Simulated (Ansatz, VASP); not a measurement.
Ge: VASP beside Ansatz

```
CELL_PARAMETERS angstrom
2.71686 0.00000 0.00000
0.00000 2.71686 0.00000
0.00000 0.00000 2.71686
ATOMIC_POSITIONS crystal
Ge 0.00000 0.00000 0.00000
```

Alike in both runs: task single point; functional r2SCAN; k mesh 13 × 13 × 13; occupations fermi-dirac, width 0.1 eV; no spin polarisation.

```csv
,VASP,Ansatz
version,VASP 6.6.1,Ansatz 0.2.0
potentials or method,"VASP PAW PBE potentials, release 64 (Ge_d), cutoff 520 eV","plane waves (500 eV) with PAW, scalar-relativistic"
valence electrons in the cell,14,14
```

Ansatz gave:

```
pressure (GPa) : -2.8
```

Q: What did VASP give for the same quantities?

A: Pressure (GPa): -3.0.

VASP's potentials were made for PBE, not for r2SCAN. The functional is the same, so the differences come from potentials, cutoffs and numerics.
